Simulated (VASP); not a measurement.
# SiO2: single point with PBE

SiO2:

```
CELL_PARAMETERS angstrom
5.27603 0.00000 0.00000
-2.63802 4.56918 0.00000
0.00000 0.00000 8.61172
ATOMIC_POSITIONS crystal
Si 0.33333 0.66667 0.06244
Si 0.66667 0.33333 0.56244
Si 0.33333 0.66667 0.43756
Si 0.66667 0.33333 0.93756
O 0.33333 0.66667 0.25000
O 0.66667 0.33333 0.75000
O 0.50000 0.00000 0.00000
O 0.50000 0.50000 0.50000
O 0.00000 0.50000 0.00000
O 0.50000 0.00000 0.50000
O 0.50000 0.50000 0.00000
O 0.00000 0.50000 0.50000
```

* Program: VASP 6.6.1
* Task: single point
* Functional: PBE
* Potentials or basis: VASP PAW PBE potentials, release 64 (Si, O)
* Cutoff: 520 eV
* k mesh: 6 × 6 × 4
* Occupations: gaussian, width 0.02 eV
* Spin: no spin polarisation
* Dipole correction: no
* Further INCAR settings: ALGO = Normal; EDIFF = 1e-06; NBANDS = 44

The pressure is 0.0 GPa and the band gap on the k mesh is 5.37 eV.

Levels at points of the mesh, in eV from the valence-band top:
| k point | band 28 | band 29 | band 30 | band 31 | band 32 | band 33 | band 34 | band 35 | band 36 | band 37 |
| --- | --- | --- | --- | --- | --- | --- | --- | --- | --- | --- |
| (0.00, 0.00, 0.00) | -0.96 | -0.02 | -0.02 | -0.01 | 0.00 | 5.37 | 7.46 | 8.06 | 8.21 | 8.54 |
| (0.50, 0.00, 0.00) | -1.18 | -0.99 | -0.85 | -0.65 | -0.01 | 7.51 | 7.75 | 8.54 | 8.72 | 9.31 |
| (0.00, 0.00, 0.50) | -0.46 | -0.46 | -0.46 | 0.00 | 0.00 | 6.13 | 6.13 | 8.40 | 8.40 | 9.27 |
| (0.50, 0.00, 0.50) | -1.03 | -0.80 | -0.80 | -0.34 | -0.34 | 7.83 | 7.83 | 8.10 | 8.10 | 9.31 |

It took 5.3 min on 1 thread of AMD EPYC 7R13, with other jobs on the host, peak memory 0.34 GiB.

A k mesh can miss the band edges. PBE gaps usually lie below the measured ones, often by a third to a half.
